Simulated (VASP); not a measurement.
# P in VASP: further runs

The runs below take P through single point, with PBEsol.

Program: VASP 6.6.1. These are calculated values, not measurements. Logs are shortened: lines on timing, memory, paths and dates and some standing lists are left out, and cuts for length are marked.

### 1 The cell of the first run

The cell holds a slab with vacuum, 4 atoms: a = 3.202 Å, b = 33.986 Å, c = 4.516 Å, α = 90.00°, β = 90.00°, γ = 90.00°.

### 2 Single point, PBEsol (strain -0.025 along x and y, -0.025 along z)

File INCAR:

```
SYSTEM = P
PREC = Accurate
ENCUT = 520
EDIFF = 1E-6
ISMEAR = 0
SIGMA = 0.05
LREAL = .FALSE.
LASPH = .TRUE.
NELM = 100
ALGO = Normal
ISIF = 2
LWAVE = .FALSE.
LCHARG = .TRUE.
GGA = PS
LELF = .TRUE.
LVHAR = .TRUE.
NBANDS = 18
```

File KPOINTS:

```
Automatic mesh
0
G
  8 1 6
  0 0 0
```

File POSCAR:

```
P
1.0
    3.2016345270      0.0000000000      0.0000000000
    0.0000000000     33.9856052152      0.0000000000
    0.0000000000      0.0000000000      4.5162825922
P
4
Direct
    0.0000000000      0.9702614300      0.5921507200
    0.0000000000      0.0297385700      0.4078492800
    0.5000000000      0.0297385700      0.0921507200
    0.5000000000      0.9702614300      0.9078492800
```

Potentials or basis: VASP PAW PBE potentials, release 64 (P).

Launch:

```
cat potpaw_PBE.64/P/POTCAR > POTCAR
mpirun -np 1 vasp_std > vasp.out
```

OUTCAR:

```text
SYSTEM = P
   PREC = Accurate
   ENCUT = 520
   EDIFF = 1E-6
   ISMEAR = 0
   LREAL = .FALSE.
   LASPH = .TRUE.
   NELM = 100
   ISIF = 2
   GGA = PS

 ion  position               nearest neighbor table
   1  0.000  0.970  0.592-   4 2.14   4 2.14   2 2.19
   2  0.000  0.030  0.408-   3 2.14   3 2.14   1 2.19
   3  0.500  0.030  0.092-   2 2.14   2 2.14   4 2.19
   4  0.500  0.970  0.908-   1 2.14   1 2.14   3 2.19

  LATTYP: Found a simple orthorhombic cell.
 ALAT       =     3.2016345270
 B/A-ratio  =     1.4106177810
 C/A-ratio  =    10.6150795566

  Lattice vectors:

 A1 = (  -3.2016345270,   0.0000000000,   0.0000000000)
 A2 = (   0.0000000000,   0.0000000000,   4.5162825922)
 A3 = (   0.0000000000,  33.9856052152,   0.0000000000)

Analysis of symmetry for initial positions (statically):
=====================================================================
 Subroutine PRICEL returns:
 Original cell was already a primitive cell.

 Routine SETGRP: Setting up the symmetry group for a
 simple orthorhombic supercell.

 Subroutine GETGRP returns: Found  8 space group operations
 (whereof  4 operations were pure point group operations)
 out of a pool of  8 trial point group operations.

The static configuration has the point symmetry C_2h.
 The point group associated with its full space group is D_2h.

Analysis of symmetry for dynamics (positions and initial velocities):
=====================================================================
 Subroutine PRICEL returns:
 Original cell was already a primitive cell.

 Routine SETGRP: Setting up the symmetry group for a
 simple orthorhombic supercell.

 Subroutine GETGRP returns: Found  8 space group operations
 (whereof  4 operations were pure point group operations)
 out of a pool of  8 trial point group operations.

The dynamic configuration has the point symmetry C_2h.
 The point group associated with its full space group is D_2h.

 Subroutine INISYM returns: Found  8 space group operations
 (whereof  4 operations are pure point group operations),
 and found     1 'primitive' translations

----------------------------------------------------------------------------------------

                                     Primitive cell

  volume of cell :     491.4144

[... 86 lines left out ...]
   NELM   =    100;   NELMIN=  2; NELMDL= -5     # of ELM steps
   EDIFF  = 0.1E-05   stopping-criterion for ELM
   LREAL  =      F    real-space projection
   EDIFFG = 0.1E-04   stopping-criterion for IOM
   NSW    =      0    number of steps for IOM
   IBRION =     -1    ionic relax: 0-MD 1-quasi-New 2-CG
   NFREE  =      0    steps in history (QN), initial steepest desc. (CG)
   ISIF   =      2    stress and relaxation
   ISYM   =      2    0-nonsym 1-usesym 2-fastsym
   POTIM  = 0.5000    time-step for ionic-motion
   TEBEG  =    0.0;   TEEND  =   0.0 temperature during run
   PSTRESS=    0.0 pullay stress
   NELECT =      20.0000    total number of electrons
   NUPDOWN=      -1.0000    fix difference up-down
   EMIN   =  10.00;   EMAX   =-10.00  energy-range for DOS
   EFERMI =   0.00;   METHOD = LEGACY
   ISMEAR =     0;   SIGMA  =   0.05  broadening in eV -4-tet -1-fermi 0-gaus
   EFERMI_NEDOS =   21; number of points for ismear=-14 and -15
   IALGO  =     38    algorithm
   IMIX   =      4    mixing-type and parameters
     AMIX     =   0.40;   BMIX     =  1.00
     AMIX_MAG =   1.60;   BMIX_MAG =  1.00
  volume/ion in A,a.u.               =     122.85       829.06
  Fermi-wavevector in a.u.,A,eV,Ry     =   0.563122  1.064146  4.314489  0.317106
  Thomas-Fermi vector in A             =   1.600129
   LORBIT       =      0    0 simple, 1 ext, 2 COOP (PROOUT), +10 PAW based schemes
   GGA     = PS    functional components
   LHFCALC =     F    Hartree Fock is set to
   AEXX    =    0.0000 exact exchange contribution
   IVDW    =     0    specifies the selected vdW correction
   LEPSILON=     F    determine dielectric tensor
   LRPA    =     F    only Hartree local field effects (RPA)
 non-spin polarized calculation
 Gauss-broadening in eV      SIGMA  =   0.05
  energy-cutoff  :      520.00
  volume of cell :      491.41
 maximum number of plane-waves:     13312
 NGX is ok and might be reduce to    24
   NGX = 11   NGY =127   NGZ = 17

 number of electron      20.0000000 magnetization

 Free energy of the ion-electron system (eV)
  ---------------------------------------------------
  ext. energy  EPLUGINS =         0.00000000
  ---------------------------------------------------
  free energy    TOTEN  =       -22.70829580 eV

  energy without entropy =      -22.70829580  energy(sigma->0) =      -22.70829580

 E-fermi :  -3.0188     XC(G=0):  -1.8335

 val. band max:       -3.2475025895   @ k =   0.1250   0.0000   0.0000
 cond. band min:      -2.4249721774   @ k =   0.0000   0.0000   0.0000
 fundamental gap:      0.8225304121
 Fermi energy:        -3.0188032368

 k-point     1 :       0.0000    0.0000    0.0000
  band No.  band energies     occupation
      1     -19.0573      2.00000
      2     -16.3448      2.00000
      3     -12.7621      2.00000
      4      -9.4775      2.00000
      5      -8.3337      2.00000
      6      -7.7569      2.00000
[... 397 lines left out ...]
      5      -8.6869      2.00000
      6      -8.6869      2.00000
[... 10 lines left out ...]
     17       3.2815      0.00000
     18       3.2815      0.00000

------------------------ aborting loop because EDIFF is reached ----------------------------------------

  FORCE on cell =-STRESS in cart. coord.  units (eV):
  Direction    XX          YY          ZZ          XY          YZ          ZX
  --------------------------------------------------------------------------------------
  -------------------------------------------------------------------------------------
  Total        3.6461068      2.4438889      2.9420180      0.0000000      0.0000000      0.0000000
  in kB       11.8875429      7.9679054      9.5919748      0.0000000      0.0000000      0.0000000
  external PRESSURE =       9.8158077 kB  Pullay stress =       0.0000000 kB

 VOLUME and BASIS-vectors are now :
 -----------------------------------------------------------------------------
  energy-cutoff  :      520.00
  volume of cell :      491.41
      direct lattice vectors                 reciprocal lattice vectors
     3.201634527  0.000000000  0.000000000     0.312340460  0.000000000  0.000000000
     0.000000000 33.985605215  0.000000000     0.000000000  0.029424222  0.000000000
     0.000000000  0.000000000  4.516282592     0.000000000  0.000000000  0.221421043

 POSITION                                       TOTAL-FORCE (eV/Angst)
 -----------------------------------------------------------------------------------
      0.00000     32.97492      2.67432         0.000000     -0.608765     -0.729368
      0.00000      1.01068      1.84196         0.000000      0.608765      0.729368
      1.60082      1.01068      0.41618         0.000000      0.608765     -0.729368
      1.60082     32.97492      4.10010         0.000000     -0.608765      0.729368
 -----------------------------------------------------------------------------------
    total drift:                               -0.000000      0.000000     -0.000000

  FREE ENERGIE OF THE ION-ELECTRON SYSTEM (eV)
  ---------------------------------------------------
  free  energy   TOTEN  =       -22.7082957976 eV

  energy  without entropy=      -22.7082957976  energy(sigma->0) =      -22.70829580
```

Wall time 3.2 min (1 thread of Intel Xeon Platinum 8259CL at 2.50GHz (Skylake/Cascade Lake), shared host); peak memory 0.53 GiB.

What came out:

| Quantity | Value |
| --- | --- |
| Free energy | -22.7083 eV |
| Largest force | 0.950 eV/Å |
| Band gap on the k mesh | 0.82 eV (least direct gap 0.86 eV) |

Forces on the atoms (eV/Å):
```
P    0.000 -0.609 -0.729
P    0.000  0.609  0.729
P    0.000  0.609 -0.729
P    0.000 -0.609  0.729
```

Caveat: the cell differs from its parent crystal (strain -0.025 along x and y, -0.025 along z); there is no dipole correction, which matters where the two faces differ; the PAW data sets were made with another functional, which shifts forces and pressure a little.

### 3 Single point, PBEsol (strain -0.050 along x and y, +0.050 along z)

File INCAR:

```
PREC     = Accurate       # precision mode
ENCUT    = 520            # plane-wave cutoff, eV
EDIFF    = 1E-6           # SCF threshold, eV
ISMEAR   = 0              # smearing method
SIGMA    = 0.05           # smearing width, eV
LREAL    = False          # projectors in reciprocal space
LASPH    = True           # aspherical terms in the spheres
NELM     = 100            # most SCF steps
ALGO     = Normal         # electronic algorithm
ISIF     = 2              # what is computed and relaxed
LWAVE    = False          # write WAVECAR
LCHARG   = False          # write CHGCAR
GGA      = PS             # functional
NBANDS   = 18             # bands
```

File KPOINTS:

```
regular mesh
0
Gamma
  8 1 6
```

File POSCAR:

```
P
1.0
    3.1195413340      0.0000000000      0.0000000000
    0.0000000000     33.1141794405      0.0000000000
    0.0000000000      0.0000000000      4.8636889455
P
4
Direct
    0.0000000000      0.9702614300      0.5921507200
    0.0000000000      0.0297385700      0.4078492800
    0.5000000000      0.0297385700      0.0921507200
    0.5000000000      0.9702614300      0.9078492800
```

Potentials or basis: VASP PAW PBE potentials, release 64 (P).

Launch:

```
cat potpaw_PBE.64/P/POTCAR > POTCAR
mpirun -np 1 vasp_std > vasp.out
```

Wall time 2.9 min (1 thread of Intel Xeon Platinum 8259CL at 2.50GHz (Skylake/Cascade Lake), shared host); peak memory 0.54 GiB.

The run converged. Its results:

```
Free energy            : -22.6005 eV
Largest force          : 0.985 eV/Å
Band gap on the k mesh : 1.05 eV (least direct gap 1.23 eV)
```

Forces on the atoms (eV/Å):
```
P    0.000 -0.864  0.474
P    0.000  0.864 -0.474
P    0.000  0.864  0.474
P    0.000 -0.864 -0.474
```

Levels at points of the mesh, in eV from the valence-band top:
| k point | band 8 | band 9 | band 10 | band 11 | band 12 | band 13 |
| --- | --- | --- | --- | --- | --- | --- |
| (0.00, 0.00, 0.00) | -1.56 | -0.70 | -0.05 | 1.36 | 2.54 | 3.50 |
| (0.50, 0.00, 0.00) | -2.72 | -1.76 | -1.76 | 1.07 | 1.07 | 2.31 |
| (0.00, 0.00, 0.50) | -1.85 | -1.67 | -1.67 | 3.10 | 3.10 | 4.03 |
| (0.50, 0.00, 0.50) | -4.37 | -0.66 | -0.66 | 2.46 | 2.46 | 3.22 |

Caveat: the cell differs from its parent crystal (strain -0.050 along x and y, +0.050 along z); there is no dipole correction, which matters where the two faces differ; the PAW data sets were made with another functional, which shifts forces and pressure a little.
